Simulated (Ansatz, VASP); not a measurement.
# Two plane-wave programs on MoRu5

```
CELL_PARAMETERS angstrom
2.73834 0.00000 0.00000
-1.36917 2.37147 0.00000
0.00000 0.00000 13.03453
ATOMIC_POSITIONS crystal
Mo 0.33333 0.66667 0.50000
Ru 0.66667 0.33333 0.00000
Ru 0.66667 0.33333 0.32874
Ru 0.66667 0.33333 0.67126
Ru 0.33333 0.66667 0.83674
Ru 0.33333 0.66667 0.16326
```

Alike in both runs: functional PBE; k mesh 18 × 18 × 4; occupations gaussian, width 0.1 eV; no spin polarisation.

Ansatz relaxed the structure, and its values are those at the end. VASP's run is a single point on that final structure, the one shown.

```csv
,VASP,Ansatz
version,VASP 6.6.1,Ansatz 0.2.0
potentials or method,"VASP PAW PBE potentials, release 64 (Mo_sv, Ru_pv), cutoff 520 eV","scalar-relativistic, plane waves, PAW"
valence electrons in the cell,84,94
```

Ansatz gave:

| Property | Result |
| --- | --- |
| gap on the k mesh at the Fermi level (eV) | none |
| pressure (GPa) | 0.0 |
| rms of the force components (eV/Å) | 0.001 |

Problem. Which values does VASP return?

Solution. gap on the k mesh at the Fermi level (eV): none; pressure (GPa): 0.1; rms of the force components (eV/Å): 0.005.

A gap of «none» marks a metal or a gap that the smearing closes. The functional is the same, so the differences come from potentials, cutoffs and numerics. VASP's potentials hold 84 valence electrons a cell and Ansatz's 94, so a difference there can come from the potentials and not from the codes.
